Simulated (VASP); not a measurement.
Runs of VASP 6.6.1 on MgO. Symmetry: P-6m2, No. 187, hexagonal system. Conventional cell: a = 2.938 Å, b = 2.938 Å, c = 2.680 Å, α = 90.00°, β = 90.00°, γ = 120.00°. Mg (site symmetry -6m2) has 6 O at 2.16 Å and 2 Mg at 2.68 Å within 2.9 Å. Within 2.9 Å of O (site symmetry -6m2) lie 6 Mg at 2.16 Å and 2 O at 2.68 Å. 

| level | potentials or basis | cutoff (eV) | second run | gap on the mesh (eV) | pressure (GPa) |
| --- | --- | --- | --- | --- | --- |
| LDA | VASP PAW LDA potentials, release 64 (Mg, O) | 520 | - | 2.94 | -11.0 |
| PBEsol | VASP PAW PBE potentials, release 64 (Mg, O) | 520 | - | 2.92 | -4.4 |
| r2SCAN | VASP PAW PBE potentials, release 64 (Mg, O) | 520 | - | (a) | -6.2 |
| r2SCAN | VASP PAW PBE potentials, release 64 (Mg_sv, O) | 660 | valence_matched | (b) | (c) |

Alike in all rows: task single point; no spin polarisation; cell as given; k mesh 12 × 12 × 8; smearing gaussian 0.01 eV.

Problem. Fill in the values left out.

Solution. (a) 3.76; (b) 3.81; (c) -5.8.

Caveats: the PAW data sets were made with another functional, which shifts forces and pressure a little (some runs).

A k mesh can miss the band edges.

The runs don't all hold the same shells in valence.
